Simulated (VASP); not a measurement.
# BN (zinc blende) (F-43m) in VASP: a series of runs, part 2 of 2

VASP 6.6.1. Earlier steps stand in the parts before.

## (3) Single point, PBEsol (volume scaled by 0.96)

INCAR

```
ALGO = Normal
EDIFF = 1E-6
ENCUT = 600
GGA = PS
GGA_COMPAT = F
ISIF = 2
ISMEAR = 0
LASPH = T
LCHARG = F
LREAL = F
LWAVE = F
NBANDS = 11
NELM = 120
PREC = Accurate
SIGMA = 0.01
```

KPOINTS

```
k-points
0
Gamma
  10 10 10
```

POSCAR

```
BN
1.0
    0.0000000000      1.7831699782      1.7831699782
    1.7831699782      0.0000000000      1.7831699782
    1.7831699782      1.7831699782      0.0000000000
B N
1 1
Direct
    0.0000000000      0.0000000000      0.0000000000
    0.2500000000      0.2500000000      0.2500000000
```

Potentials or basis: VASP PAW PBE potentials, release 64 (B, N).

The run is started by

```bash
> cat potpaw_PBE.64/B/POTCAR potpaw_PBE.64/N/POTCAR > POTCAR
> mpirun -np 1 vasp_std > vasp.out
```

OUTCAR:

```text
EDIFF = 1E-6
   ENCUT = 600
   GGA = PS
   ISIF = 2
   ISMEAR = 0
   LASPH = T
   LREAL = F
   NELM = 120
   PREC = Accurate

 ion  position               nearest neighbor table
   1  0.000  0.000  0.000-   2 1.54   2 1.54   2 1.54   2 1.54
   2  0.250  0.250  0.250-   1 1.54   1 1.54   1 1.54   1 1.54

  LATTYP: Found a face centered cubic cell.
 ALAT       =     3.5663399564

  Lattice vectors:

 A1 = (   0.0000000000,   1.7831699782,   1.7831699782)
 A2 = (   1.7831699782,   0.0000000000,   1.7831699782)
 A3 = (   1.7831699782,   1.7831699782,   0.0000000000)

Analysis of symmetry for initial positions (statically):
=====================================================================
 Subroutine PRICEL returns:
 Original cell was already a primitive cell.

 Routine SETGRP: Setting up the symmetry group for a
 face centered cubic supercell.

 Subroutine GETGRP returns: Found 24 space group operations
 (whereof 24 operations were pure point group operations)
 out of a pool of 48 trial point group operations.

The static configuration has the point symmetry T_d .

Analysis of symmetry for dynamics (positions and initial velocities):
=====================================================================
 Subroutine PRICEL returns:
 Original cell was already a primitive cell.

 Routine SETGRP: Setting up the symmetry group for a
 face centered cubic supercell.

 Subroutine GETGRP returns: Found 24 space group operations
 (whereof 24 operations were pure point group operations)
 out of a pool of 48 trial point group operations.

The dynamic configuration has the point symmetry T_d .

 Subroutine INISYM returns: Found 24 space group operations
 (whereof 24 operations are pure point group operations),
 and found     1 'primitive' translations

----------------------------------------------------------------------------------------

                                     Primitive cell

  volume of cell :      11.3399
[... 111 lines left out ...]
  Fermi-wavevector in a.u.,A,eV,Ry     =   1.457366  2.754023 28.897643  2.123917
  Thomas-Fermi vector in A             =   2.574176
   LORBIT       =      0    0 simple, 1 ext, 2 COOP (PROOUT), +10 PAW based schemes
   GGA     = PS    functional components
   LHFCALC =     F    Hartree Fock is set to
   AEXX    =    0.0000 exact exchange contribution
   IVDW    =     0    specifies the selected vdW correction
   LEPSILON=     F    determine dielectric tensor
   LRPA    =     F    only Hartree local field effects (RPA)
 non-spin polarized calculation
 Gauss-broadening in eV      SIGMA  =   0.01
  energy-cutoff  :      600.00
  volume of cell :       11.34
 maximum number of plane-waves:       388
   NGX =  9   NGY =  9   NGZ =  9

 number of electron       7.9999998 magnetization

 Free energy of the ion-electron system (eV)
  ---------------------------------------------------
  ext. energy  EPLUGINS =         0.00000000
  ---------------------------------------------------
  free energy    TOTEN  =       -18.33295388 eV

  energy without entropy =      -18.33295388  energy(sigma->0) =      -18.33295388

 E-fermi :   7.9986     XC(G=0): -13.2159

 val. band max:        7.8722589228   @ k =   0.0000   0.0000   0.0000
 cond. band min:      12.1897948829   @ k =   0.5000   0.5000   0.0000
 fundamental gap:      4.3175359601
 Fermi energy:         7.9986353696

 k-point     1 :       0.0000    0.0000    0.0000
  band No.  band energies     occupation
      1     -12.8522      2.00000
      2       7.8723      2.00000
      3       7.8723      2.00000
      4       7.8723      2.00000
      5      16.8245      0.00000
      6      16.8245      0.00000
      7      16.8245      0.00000
      8      18.8042      0.00000
      9      33.1514      0.00000
     10      36.0648      0.00000
     11      36.0648      0.00000
[... 309 lines left out ...]
 k-point    24 :       0.4000    0.3000    0.0000
  band No.  band energies     occupation
      1      -8.9034      2.00000
      2       0.9114      2.00000
      3       3.1427      2.00000
      4       3.5946      2.00000
      5      13.9330      0.00000
      6      18.6254      0.00000
      7      23.8387      0.00000
      8      23.8967      0.00000
      9      28.0495      0.00000
     10      35.7092      0.00000
     11      40.2036      0.00000

 [... further k-points ...]
[... 5 lines left out ...]
  --------------------------------------------------------------------------------------
  -------------------------------------------------------------------------------------
  Total        0.9857090      0.9857090      0.9857090      0.0000000      0.0000000     -0.0000000
  in kB      139.2679227    139.2679227    139.2679227      0.0000000      0.0000000     -0.0000000
  external PRESSURE =     139.2679227 kB  Pullay stress =       0.0000000 kB

 VOLUME and BASIS-vectors are now :
 -----------------------------------------------------------------------------
  energy-cutoff  :      600.00
  volume of cell :       11.34
      direct lattice vectors                 reciprocal lattice vectors
     0.000000000  1.783169978  1.783169978    -0.280399517  0.280399517  0.280399517
     1.783169978  0.000000000  1.783169978     0.280399517 -0.280399517  0.280399517
     1.783169978  1.783169978  0.000000000     0.280399517  0.280399517 -0.280399517

 POSITION                                       TOTAL-FORCE (eV/Angst)
 -----------------------------------------------------------------------------------
      0.00000      0.00000      0.00000        -0.000000     -0.000000     -0.000000
      0.89158      0.89158      0.89158         0.000000      0.000000      0.000000
 -----------------------------------------------------------------------------------
    total drift:                                0.000000      0.000000      0.000000

  FREE ENERGIE OF THE ION-ELECTRON SYSTEM (eV)
  ---------------------------------------------------
  free  energy   TOTEN  =       -18.3329538795 eV

  energy  without entropy=      -18.3329538795  energy(sigma->0) =      -18.33295388
```

stdout:

```text
POSCAR found type information on POSCAR B N
 POSCAR found :  2 types and       2 ions
 scaLAPACK will be used
 -----------------------------------------------------------------------------
|                                                                             |
|                                                                             |
|     You enforced a specific xc type in the INCAR file but a different       |
|     I HOPE YOU KNOW WHAT YOU ARE DOING!                                     |
|                                                                             |
 -----------------------------------------------------------------------------

 LDA part: xc-table for (Slater+PW92), standard interpolation
 POSCAR, INCAR and KPOINTS ok, starting setup
 FFT: planning ... GRIDC
 FFT: planning ... GRID_SOFT
 FFT: planning ... GRID
 WAVECAR not read
 entering main loop
```

Wall time 4 s (1 thread of Intel Xeon 6975P-C, shared host); peak memory 0.12 GiB.

Results:

| Property | Result |
| --- | --- |
| Free energy | -18.3330 eV |
| Pressure | 13.9 GPa |
| Band gap on the k mesh | 4.32 eV, indirect (least direct gap 8.95 eV) |

Caveat: the PAW data sets were made with another functional, which shifts forces and pressure a little. A k mesh can miss the band edges.
